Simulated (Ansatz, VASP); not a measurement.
Ga2Te3Pd: VASP beside Ansatz

INCAR

```
SYSTEM = Ga2Te3Pd
ALGO = Normal
EDIFF = 1E-6
EDIFFG = -0.01
ENCUT = 600
GGA = PE
IBRION = 2
ISIF = 3
ISMEAR = 0
LASPH = .True.
LCHARG = .False.
LREAL = .False.
LWAVE = .False.
NELM = 60
NSW = 100
PREC = Accurate
SIGMA = 0.1
```

File KPOINTS:

```
k-points
0
Gamma
  6 6 6
  0 0 0
```

Contents of POSCAR:

```
Ga2Te3Pd
1.0
    3.0813237500      1.7790031000      4.8613187200
   -3.0813237500      1.7790031000      4.8613187200
    0.0000000000     -3.5580062000      4.8613187200
Ga Te Pd
2 3 1
Direct
    0.6234802600      0.6234802600      0.6234802600
    0.3765197400      0.3765197400      0.3765197400
    0.0000000000      0.5000000000      0.0000000000
    0.5000000000      0.0000000000      0.0000000000
    0.0000000000      0.0000000000      0.5000000000
    0.0000000000      0.0000000000      0.0000000000
```

Input for Ansatz:

```yaml
crystal:
  lattice:
    - [3.08132375, 1.7790031, 4.86131872]
    - [-3.08132375, 1.7790031, 4.86131872]
    - [0.0, -3.5580062, 4.86131872]
  atoms:
    - { symbol: Ga, position: [0.62348026, 0.62348026, 0.62348026] }
    - { symbol: Ga, position: [0.37651974, 0.37651974, 0.37651974] }
    - { symbol: Te, position: [0.0, 0.5, 0.0] }
    - { symbol: Te, position: [0.5, 0.0, 0.0] }
    - { symbol: Te, position: [0.0, 0.0, 0.5] }
    - { symbol: Pd, position: [0.0, 0.0, 0.0] }
basis:
  ecutwfc: 420
kpoints:
  mp_grid: { grid: [6, 6, 6] }
hamiltonian:
  xc: pbe
scf:
  occupations: { method: gaussian, width: 0.1 }
output:
  forces: true
  stress: true
  eigenvalues: true
  write_density: true
  write_potential: true
  elf: true
  volumetric_format: npy
relax:
  adjacent_minimum: "off"
  f_tol: 0.01
  max_steps: 80
  cell: { stress_tol: 0.05 }
```

Change from the starting cell: species swapped into the Dy2Al3Cu type (R-3m, No. 166).

Alike in both runs: task relaxation of cell and atoms; functional PBE; k mesh 6 × 6 × 6; occupations gaussian, width 0.1 eV; no spin polarisation.

|  | VASP | Ansatz |
| --- | --- | --- |
| version | VASP 6.6.1 | Ansatz 0.2.0 |
| potentials or method | VASP PAW PBE potentials, release 64 (Ga_d, Te, Pd), cutoff 600 eV | scalar-relativistic, plane waves, PAW |
| valence electrons in the cell | 54 | 92 |

```tsv
	VASP	Ansatz	Ansatz less VASP
gap on the k mesh at the Fermi level, each at its own relaxed structure (eV)	none	none	-
relaxed volume (Å³/atom)	27.51	27.59	+0.084
relaxed cell length with the largest relative difference (Å)	5.487	5.493	+0.0051
```

A gap of «none» marks a metal or a gap that the smearing closes. VASP's potentials hold 54 valence electrons a cell and Ansatz's 92, so a difference there can come from the potentials and not from the codes.

Spin-orbit coupling is off throughout.
